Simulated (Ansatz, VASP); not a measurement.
# TaN: VASP beside Ansatz

Contents of INCAR:

```
SYSTEM = TaN
ALGO = Normal ; EDIFF = 1E-6
ENCUT = 600 ; GGA = PS
GGA_COMPAT = .False. ; ISIF = 2
ISMEAR = -1 ; LASPH = .True.
LCHARG = .False. ; LREAL = .False.
LWAVE = .False. ; NBANDS = 24
NELM = 120 ; PREC = Accurate
SIGMA = 0.01
```

KPOINTS

```
k-points
0
Gamma
  9 9 5
  0 0 0
```

File POSCAR:

```
TaN
1.0
    3.0175219588      0.0000000000      0.0000000000
   -1.5087609794      2.6132506728      0.0000000000
    0.0000000000      0.0000000000      4.9180000000
Ta N
2 2
Direct
    0.0000000000      0.0000000000      0.0000000000
    0.0000000000      0.0000000000      0.5000000000
    0.3333333333      0.6666666667      0.2500000000
    0.6666666667      0.3333333333      0.7500000000
```

Input for Ansatz:

```yaml
crystal:
  lattice:
    - [3.0175219588, 0.0, 0.0]
    - [-1.5087609794, 2.6132506728, 0.0]
    - [0.0, 0.0, 4.918]
  atoms:
    - { symbol: Ta, position: [0.0, 0.0, 0.0] }
    - { symbol: Ta, position: [0.0, 0.0, 0.5] }
    - { symbol: "N", position: [0.3333333333, 0.6666666667, 0.25] }
    - { symbol: "N", position: [0.6666666667, 0.3333333333, 0.75] }
kpoints:
  mp_grid: { grid: [9, 9, 5] }
  band_path:
    path:
      - [0.0, 0.0, 0.0]
      - [0.5, 0.0, 0.0]
      - [0.3333333333, 0.3333333333, 0.0]
      - [0.0, 0.0, 0.0]
      - [0.0, 0.0, 0.5]
      - [0.5, 0.0, 0.5]
      - [0.3333333333, 0.3333333333, 0.5]
      - [0.0, 0.0, 0.5]
      - [0.5, 0.0, 0.5]
    npoints: 5
scf:
  occupations: { method: fermi_dirac, width: 0.01 }
hamiltonian:
  xc: pbesol
  pseudopotentials: { kind: all_electron, lapw: { basis_error: 0.0005 } }
output:
  forces: true
  stress: true
  eigenvalues: true
```

Change from the starting cell: equal xx and yy strain of -1 %.

Alike in both runs: task single point; functional PBEsol; k mesh 9 × 9 × 5; occupations fermi-dirac, width 0.01 eV; no spin polarisation.

|  | VASP | Ansatz |
| --- | --- | --- |
| version | VASP 6.6.1 | Ansatz 0.2.0 |
| potentials or method | VASP PAW PBE potentials, release 64 (Ta_pv, N), cutoff 600 eV | all-electron LAPW, scalar-relativistic |

VASP gave:

```
pressure (GPa)                                                : 59.7
traceless stress, the component that is largest in VASP (GPa) : 61.68
```

Problem. Estimate Ansatz's values.

Solution. Pressure (GPa): 57.3; traceless stress, the component that is largest in VASP (GPa): 60.83.

VASP's potentials were made for PBE, not for PBEsol. Both programs put the cell under a high pressure, so it lies far from rest at this level. Ansatz ran all-electron here, and VASP with PAW potentials.

Neither program's run includes spin-orbit coupling.
